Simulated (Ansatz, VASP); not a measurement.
## SiC: VASP beside Ansatz

Contents of INCAR:

```
SYSTEM = SiC
ALGO = Normal
EDIFF = 1E-7
EDIFFG = -0.002
ENCUT = 600
GGA = PS
GGA_COMPAT = .FALSE.
IBRION = 2
ISIF = 3
ISMEAR = 0
LASPH = .TRUE.
LCHARG = .FALSE.
LREAL = .FALSE.
LWAVE = .FALSE.
NELM = 120
NELMIN = 4
NSW = 100
PREC = Accurate
SIGMA = 0.1
```

The input KPOINTS:

```
k-points
0
G
  6 6 4
  0 0 0
```

Contents of POSCAR:

```
SiC
1.0
    3.1680102903      0.0000000000      0.0000000000
   -1.5840051451      2.7435773908      0.0000000000
    0.0000000000      0.0000000000      4.6868235013
Si C
2 2
Direct
    0.3333333333      0.6666666667      0.0000000000
    0.6666666667      0.3333333333      0.5000000000
    0.3333333333      0.6666666667      0.5000000000
    0.6666666667      0.3333333333      1.0000000000
```

Input for Ansatz:

```yaml
crystal:
  lattice:
    - [3.1680102903, 0.0, 0.0]
    - [-1.5840051451, 2.7435773908, 0.0]
    - [0.0, 0.0, 4.6868235013]
  atoms:
    - { symbol: Si, position: [0.3333333333, 0.6666666667, 0.0] }
    - { symbol: Si, position: [0.6666666667, 0.3333333333, 0.5] }
    - { symbol: C, position: [0.3333333333, 0.6666666667, 0.5] }
    - { symbol: C, position: [0.6666666667, 0.3333333333, 1.0] }
basis:
  ecutwfc: 420
kpoints:
  mp_grid: { grid: [6, 6, 4] }
hamiltonian:
  xc: pbesol
  pseudopotentials: { kind: paw, azcp: { folder: soft_1 } }
scf:
  occupations: { method: gaussian, width: 0.1 }
output:
  forces: true
  stress: true
  eigenvalues: true
relax:
  adjacent_minimum: "off"
  f_tol: 0.002
  max_steps: 80
  cell: { stress_tol: 0.02 }
```

Alike in both runs: task relaxation of cell and atoms; functional PBEsol; k mesh 6 × 6 × 4; occupations gaussian, width 0.1 eV; no spin polarisation.

|  | VASP | Ansatz |
| --- | --- | --- |
| version | VASP 6.6.1 | Ansatz 0.2.0 |
| potentials or method | VASP PAW PBE potentials, release 64 (Si, C), cutoff 600 eV | scalar-relativistic, plane waves, PAW |
| valence electrons in the cell | 16 | 16 |

VASP gave:

| Item | Value |
| --- | --- |
| gap on the k mesh at the Fermi level, each at its own relaxed structure (eV) | none |
| relaxed volume (Å³/atom) | 10.19 |
| relaxed cell length with the largest relative difference (Å) | 4.682 |

Problem. What did Ansatz give for the same quantities?

Solution. gap on the k mesh at the Fermi level, each at its own relaxed structure (eV): none; relaxed volume (Å³/atom): 10.18; relaxed cell length with the largest relative difference (Å): 4.686.

VASP's potentials were made for PBE, not for PBEsol, and Ansatz warns of the same on its side. A gap of «none» marks a metal or a gap that the smearing closes.

The k mesh is coarse, so the values compare programs but aren't converged.
